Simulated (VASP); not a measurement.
# GaN (R-3m) in VASP: single point with r2SCAN

Aim: the single point of GaN with r2SCAN.

Program: VASP 6.6.1. These are calculated values, not measurements. Logs are shortened: lines on timing, memory, paths and dates and some standing lists are left out, and cuts for length are marked.

## 1. The cell of the first run

The structure is trigonal, space group R-3m (No. 166). The conventional cell has a = 2.982 Å, b = 2.982 Å, c = 7.596 Å, α = 90.00°, β = 90.00°, γ = 120.00°. Within 2.8 Å of Ga (site symmetry -3m) lie 6 N at 2.14 Å. N (site symmetry -3m) has 6 Ga at 2.14 Å within 2.8 Å.

## 2. Single point, r2SCAN (strain along [111] +4.0%)

The input, POSCAR:

```
GaN
1.0
    0.0562270730      2.1647423092      2.1647423092
    2.1647423092      0.0562270730      2.1647423092
    2.1647423092      2.1647423092      0.0562270730
Ga N
1 1
Direct
    0.0000000000      0.0000000000      0.0000000000
    0.5000000000      0.5000000000      0.5000000000
```

The input, INCAR.step1:

```
SYSTEM = GaN
PREC = Accurate
ENCUT = 520
ISMEAR = 0
SIGMA = 0.01
LREAL = .False.
LASPH = .True.
NELM = 80
NBANDS = 16
GGA = PE
ALGO = Normal
EDIFF = 1E-4
LWAVE = .True.
LCHARG = .False.
```

The input, INCAR.step2:

```
SYSTEM = GaN
PREC = Accurate
ENCUT = 520
EDIFF = 1E-6
ISMEAR = 0
SIGMA = 0.01
LREAL = .False.
LASPH = .True.
NELM = 80
ALGO = Normal
ISIF = 2
LWAVE = .False.
LCHARG = .False.
METAGGA = R2SCAN
LMIXTAU = .True.
NBANDS = 16
ISTART = 1
```

The input, KPOINTS:

```
regular mesh
0
Gamma
  10 10 10
  0 0 0
```

Potentials or basis: VASP PAW PBE potentials, release 64 (Ga_d, N).

On the command line:

```console
$ cat potpaw_PBE.64/Ga_d/POTCAR potpaw_PBE.64/N/POTCAR > POTCAR
$ cp INCAR.step1 INCAR
$ mpirun -np 1 vasp_std > vasp.out
$ cp INCAR.step2 INCAR
$ mpirun -np 1 vasp_std > vasp.out
```

OUTCAR:

```text
SYSTEM = GaN
   PREC = Accurate
   ENCUT = 520
   EDIFF = 1E-6
   ISMEAR = 0
   LREAL = .False.
   LASPH = .True.
   NELM = 80
   ISIF = 2
   METAGGA = R2SCAN
   ISTART = 1

 ion  position               nearest neighbor table
   1  0.000  0.000  0.000-   2 2.14   2 2.14   2 2.14   2 2.14   2 2.14   2 2.14
   2  0.500  0.500  0.500-   1 2.14   1 2.14   1 2.14   1 2.14   1 2.14   1 2.14

  LATTYP: Found a trigonal (rhomboedric) cell.
 ALAT       =     3.0619242339
 COS(alpha) =     0.5257966616

  Lattice vectors:

 A1 = (   0.0562270730,   2.1647423092,   2.1647423092)
 A2 = (   2.1647423092,   0.0562270730,   2.1647423092)
 A3 = (   2.1647423092,   2.1647423092,   0.0562270730)

Analysis of symmetry for initial positions (statically):
=====================================================================
 Subroutine PRICEL returns:
 Original cell was already a primitive cell.

 Routine SETGRP: Setting up the symmetry group for a
 trigonal (rhombohedral) supercell.

 Subroutine GETGRP returns: Found 12 space group operations
 (whereof 12 operations were pure point group operations)
 out of a pool of 12 trial point group operations.

The static configuration has the point symmetry D_3d.

Analysis of symmetry for dynamics (positions and initial velocities):
=====================================================================
 Subroutine PRICEL returns:
 Original cell was already a primitive cell.

 Routine SETGRP: Setting up the symmetry group for a
 trigonal (rhombohedral) supercell.

 Subroutine GETGRP returns: Found 12 space group operations
 (whereof 12 operations were pure point group operations)
 out of a pool of 12 trial point group operations.

The dynamic configuration has the point symmetry D_3d.

 Subroutine INISYM returns: Found 12 space group operations
 (whereof 12 operations are pure point group operations),
 and found     1 'primitive' translations

----------------------------------------------------------------------------------------

                                     Primitive cell

  volume of cell :      19.4982

  direct lattice vectors                    reciprocal lattice vectors
     0.056227073  2.164742309  2.164742309    -0.240173866  0.234093515  0.234093515
     2.164742309  0.056227073  2.164742309     0.234093515 -0.240173866  0.234093515
     2.164742309  2.164742309  0.056227073     0.234093515  0.234093515 -0.240173866

  length of vectors
     3.061924234  3.061924234  3.061924234     0.409002486  0.409002486  0.409002486

  position of ions in fractional coordinates (direct lattice)
[... 8 lines left out ...]
----------------------------------------------------------------------------------------

 KPOINTS: regular mesh

Automatic generation of k-mesh.
 Grid dimensions read from file:
 generate k-points for:   10   10   10

 Generating k-lattice:

  Cartesian coordinates                     Fractional coordinates (reciprocal lattice)
    -0.024017387  0.023409352  0.023409352     0.100000000  0.000000000  0.000000000
     0.023409352 -0.024017387  0.023409352     0.000000000  0.100000000  0.000000000
     0.023409352  0.023409352 -0.024017387     0.000000000  0.000000000  0.100000000

  Length of vectors
     0.040900249  0.040900249  0.040900249

  Shift w.r.t. Gamma in fractional coordinates (k-lattice)
     0.000000000  0.000000000  0.000000000

 Subroutine IBZKPT returns following result:
 ===========================================

 Found    116 irreducible k-points:

 Following reciprocal coordinates:
            Coordinates               Weight
  0.000000  0.000000  0.000000      1.000000
  0.100000 -0.000000  0.000000      6.000000
  0.200000 -0.000000  0.000000      6.000000
  0.300000  0.000000  0.000000      6.000000
  0.400000 -0.000000  0.000000      6.000000
  0.500000 -0.000000 -0.000000      3.000000
[... 16 lines left out ...]
  0.300000  0.300000 -0.000000      6.000000
  0.400000  0.300000 -0.000000     12.000000
 [... further k-points ...]
   k-points           NKPTS =    116   k-points in BZ     NKDIM =    116   number of bands    NBANDS=     16
   number of dos      NEDOS =    301   number of ions     NIONS =      2
   total plane-waves  NPLWV =  13824
   dimension x,y,z NGX =    24 NGY =   24 NGZ =   24
   dimension x,y,z NGXF=    48 NGYF=   48 NGZF=   48
   ions per type =               1   1
   NGX,Y,Z   is equivalent  to a cutoff of  13.03, 13.03, 13.03 a.u.
   NGXF,Y,Z  is equivalent  to a cutoff of  26.06, 26.06, 26.06 a.u.
 SYSTEM =  GaN
   PREC   = accura    normal or accurate (medium, high low for compatibility)
   ISTART =      1    job   : 0-new  1-cont  2-samecut
   ICHARG =      0    charge: 1-file 2-atom 10-const
   ISPIN  =      1    spin polarized calculation?
   LNONCOLLINEAR =      F non collinear calculations
   LSORBIT =      F    spin-orbit coupling
   LASPH  =      T    aspherical Exc in radial PAW
   ENCUT  =  520.0 eV  38.22 Ry    6.18 a.u.   5.69  5.69  5.69*2*pi/ulx,y,z
   NELM   =     80;   NELMIN=  2; NELMDL=  0     # of ELM steps
   EDIFF  = 0.1E-05   stopping-criterion for ELM
   LREAL  =      F    real-space projection
   EDIFFG = 0.1E-04   stopping-criterion for IOM
   NSW    =      0    number of steps for IOM
   IBRION =     -1    ionic relax: 0-MD 1-quasi-New 2-CG
   NFREE  =      0    steps in history (QN), initial steepest desc. (CG)
   ISIF   =      2    stress and relaxation
   ISYM   =      2    0-nonsym 1-usesym 2-fastsym
   POTIM  = 0.5000    time-step for ionic-motion
   TEBEG  =    0.0;   TEEND  =   0.0 temperature during run
   PSTRESS=    0.0 pullay stress
   NELECT =      18.0000    total number of electrons
   NUPDOWN=      -1.0000    fix difference up-down
   EMIN   =  10.00;   EMAX   =-10.00  energy-range for DOS
   EFERMI =   0.00;   METHOD = LEGACY
   ISMEAR =     0;   SIGMA  =   0.01  broadening in eV -4-tet -1-fermi 0-gaus
   EFERMI_NEDOS =   21; number of points for ismear=-14 and -15
   IALGO  =     38    algorithm
   IMIX   =      4    mixing-type and parameters
     AMIX     =   0.40;   BMIX     =  1.00
     AMIX_MAG =   1.60;   BMIX_MAG =  1.00
  volume/ion in A,a.u.               =       9.75        65.79
  Fermi-wavevector in a.u.,A,eV,Ry     =   1.594047  3.012312 34.572215  2.540986
  Thomas-Fermi vector in A             =   2.692182
   LORBIT       =      0    0 simple, 1 ext, 2 COOP (PROOUT), +10 PAW based schemes
   METAGGA = R2SCAN    functional components
   LHFCALC =     F    Hartree Fock is set to
   AEXX    =    0.0000 exact exchange contribution
   IVDW    =     0    specifies the selected vdW correction
   LEPSILON=     F    determine dielectric tensor
   LRPA    =     F    only Hartree local field effects (RPA)
 non-spin polarized calculation
 Gauss-broadening in eV      SIGMA  =   0.01
  energy-cutoff  :      520.00
  volume of cell :       19.50
 maximum number of plane-waves:       540
   NGX = 11   NGY = 11   NGZ = 11

 number of electron      18.0000009 magnetization

 Free energy of the ion-electron system (eV)
  ---------------------------------------------------
  ext. energy  EPLUGINS =         0.00000000
  ---------------------------------------------------
  free energy    TOTEN  =       -20.93188624 eV

  energy without entropy =      -20.93188624  energy(sigma->0) =      -20.93188624

 E-fermi :   7.4225     XC(G=0): -13.9684

 val. band max:        7.3627438883   @ k =   0.3000   0.2000   0.2000
 cond. band min:       8.1318015389   @ k =   0.5000   0.5000   0.0000
 fundamental gap:      0.7690576505
 Fermi energy:         7.4224874008

 k-point     1 :       0.0000    0.0000    0.0000
  band No.  band energies     occupation
      1     -10.4778      2.00000
      2      -7.1639      2.00000
      3      -7.1639      2.00000
      4      -7.1637      2.00000
      5      -7.0845      2.00000
      6      -7.0845      2.00000
[... 8 lines left out ...]
     15      23.7775      0.00000
     16      23.7775      0.00000

 k-point     2 :       0.1000   -0.0000    0.0000
  band No.  band energies     occupation
      1     -10.2852      2.00000
      2      -7.1746      2.00000
      3      -7.1553      2.00000
      4      -7.1449      2.00000
      5      -7.1043      2.00000
      6      -7.0949      2.00000
[... 8 lines left out ...]
     15      23.7347      0.00000
     16      24.1476      0.00000

 k-point     3 :       0.2000   -0.0000    0.0000
  band No.  band energies     occupation
      1      -9.7296      2.00000
      2      -7.2139      2.00000
      3      -7.1687      2.00000
      4      -7.1589      2.00000
      5      -7.0918      2.00000
      6      -7.0748      2.00000
[... 8 lines left out ...]
     15      24.2916      0.00000
     16      25.3635      0.00000

 k-point     4 :       0.3000    0.0000    0.0000
  band No.  band energies     occupation
      1      -8.8948      2.00000
      2      -7.2805      2.00000
      3      -7.2235      2.00000
      4      -7.1985      2.00000
      5      -7.0278      2.00000
      6      -7.0203      2.00000
[... 8 lines left out ...]
     15      26.1037      0.00000
     16      27.3076      0.00000
[... 324 lines left out ...]
 k-point    22 :      -0.2000    0.2000    0.0000
  band No.  band energies     occupation
      1      -8.7917      2.00000
      2      -7.2698      2.00000
      3      -7.2019      2.00000
      4      -7.1884      2.00000
      5      -7.0604      2.00000
      6      -6.8013      2.00000
[... 8 lines left out ...]
     15      26.5830      0.00000
     16      29.2141      0.00000

 k-point    23 :       0.3000    0.3000   -0.0000
  band No.  band energies     occupation
      1      -9.0779      2.00000
      2      -7.2603      2.00000
      3      -7.0323      2.00000
      4      -7.0055      2.00000
      5      -7.0029      2.00000
      6      -6.5796      2.00000
[... 8 lines left out ...]
     15      31.7312      0.00000
     16      32.9321      0.00000

 k-point    24 :       0.4000    0.3000   -0.0000
  band No.  band energies     occupation
      1      -8.9192      2.00000
      2      -7.2701      2.00000
      3      -7.0583      2.00000
      4      -6.9954      2.00000
      5      -6.9472      2.00000
      6      -5.9611      2.00000
[... 8 lines left out ...]
     15      32.5091      0.00000
     16      34.2864      0.00000

 [... further k-points ...]

------------------------ aborting loop because EDIFF is reached ----------------------------------------

  FORCE on cell =-STRESS in cart. coord.  units (eV):
  Direction    XX          YY          ZZ          XY          YZ          ZX
  --------------------------------------------------------------------------------------
  -------------------------------------------------------------------------------------
  Total       -0.9258993     -0.9258993     -0.9258993     -0.7392604     -0.7392604     -0.7392604
  in kB      -76.0817966    -76.0817966    -76.0817966    -60.7455458    -60.7455458    -60.7455458
  external PRESSURE =     -76.0817966 kB  Pullay stress =       0.0000000 kB

 VOLUME and BASIS-vectors are now :
 -----------------------------------------------------------------------------
  energy-cutoff  :      520.00
  volume of cell :       19.50
      direct lattice vectors                 reciprocal lattice vectors
     0.056227073  2.164742309  2.164742309    -0.240173866  0.234093515  0.234093515
     2.164742309  0.056227073  2.164742309     0.234093515 -0.240173866  0.234093515
     2.164742309  2.164742309  0.056227073     0.234093515  0.234093515 -0.240173866

 POSITION                                       TOTAL-FORCE (eV/Angst)
 -----------------------------------------------------------------------------------
      0.00000      0.00000      0.00000         0.000000     -0.000000     -0.000000
      2.19286      2.19286      2.19286         0.000000      0.000000      0.000000
 -----------------------------------------------------------------------------------
    total drift:                                0.000000     -0.000000     -0.000000

  FREE ENERGIE OF THE ION-ELECTRON SYSTEM (eV)
  ---------------------------------------------------
  free  energy   TOTEN  =       -20.9318862416 eV

  energy  without entropy=      -20.9318862416  energy(sigma->0) =      -20.93188624
```

Run time: 76 s. Hardware: 1 thread of Intel Xeon 6975P-C, shared host; peak memory 0.17 GiB.

Results:

- Free energy: -20.9319 eV
- Pressure: -7.6 GPa
- Band gap on the k mesh: 0.77 eV, indirect (least direct gap 2.67 eV)

Stress tensor (GPa, compression positive):
```
-7.61 -6.07 -6.07
-6.07 -7.61 -6.07
-6.07 -6.07 -7.61
```

Caveat: the cell differs from its parent crystal (strain along [111] +4.0%); the PAW data sets were made with another functional, which shifts forces and pressure a little. A k mesh can miss the band edges.
